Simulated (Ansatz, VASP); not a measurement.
**Two plane-wave programs on NaTa3O3**

INCAR

```
PREC = Accurate
ENCUT = 520
EDIFF = 1E-6
ISMEAR = 0
SIGMA = 0.1
LREAL = F
LASPH = T
NELM = 150
ALGO = Normal
ISIF = 2
LWAVE = F
LCHARG = F
ISPIN = 2
MAGMOM = 0 1 1 1 0 0 0
LORBIT = 11
LMAXMIX = 4
GGA = PE
NBANDS = 42
```

The input KPOINTS:

```
Automatic mesh
0
Gamma
  6 6 6
```

The input POSCAR:

```
NaTa3O3
1.0
   -2.1935227032      2.1935227032      4.4535587025
    2.1935227032     -2.1935227032      4.4535587025
    2.1935227032      2.1935227032     -4.4535587025
Na Ta O
1 3 3
Direct
    0.9854839608      0.9854839608      0.0000000000
    0.5417481234      0.5417481234      0.0000000000
    0.2381828193      0.7381828193      0.5000000000
    0.7381828193      0.2381828193      0.5000000000
    0.9817364615      0.4817364615      0.5000000000
    0.4817364615      0.9817364615      0.5000000000
    0.2829293542      0.2829293542      0.0000000000
```

Input for Ansatz:

```yaml
crystal:
  lattice:
    - [-2.1935227032, 2.1935227032, 4.4535587025]
    - [2.1935227032, -2.1935227032, 4.4535587025]
    - [2.1935227032, 2.1935227032, -4.4535587025]
  atoms:
    - { symbol: Na, position: [0.9854839608, 0.9854839608, 0.0] }
    - { symbol: Ta, position: [0.5417481234, 0.5417481234, 0.0], spin: 1.0 }
    - { symbol: Ta, position: [0.2381828193, 0.7381828193, 0.5], spin: 1.0 }
    - { symbol: Ta, position: [0.7381828193, 0.2381828193, 0.5], spin: 1.0 }
    - { symbol: O, position: [0.9817364615, 0.4817364615, 0.5] }
    - { symbol: O, position: [0.4817364615, 0.9817364615, 0.5] }
    - { symbol: O, position: [0.2829293542, 0.2829293542, 0.0] }
basis:
  ecutwfc: 420
kpoints:
  mp_grid: { grid: [6, 6, 6] }
hamiltonian:
  xc: pbe
scf:
  occupations: { method: gaussian, width: 0.1 }
  lower_state_search: "off"
output:
  forces: true
  stress: true
  eigenvalues: true
  populations: true
magnetization:
  spin_polarized: true
```

Alike in both runs: task single point; functional PBE; k mesh 6 × 6 × 6; occupations gaussian, width 0.1 eV; collinear spin.

|  | VASP | Ansatz |
| --- | --- | --- |
| version | VASP 6.6.1 | Ansatz 0.2.0 |
| potentials or method | VASP PAW PBE potentials, release 64 (Na_pv, Ta_pv, O), cutoff 520 eV | scalar-relativistic, plane waves, PAW |
| valence electrons in the cell | 58 | 66 |

```csv
,VASP,Ansatz,Ansatz less VASP
gap on the k mesh at the Fermi level (eV),none,none,-
pressure (GPa),0.0,-0.4,-0.35
rms of the force components (eV/Å),0.021,0.016,-0.0057
net moment per atom (μB),0.00,0.00,0.000
```

Atom by atom the forces differ by 0.009 eV/Å (rms over components). A gap of «none» marks a metal or a gap that the smearing closes. VASP's potentials hold 58 valence electrons a cell and Ansatz's 66, so a difference there can come from the potentials and not from the codes. Ansatz's warnings: seeded moment not kept.

Spin-orbit coupling is off throughout.
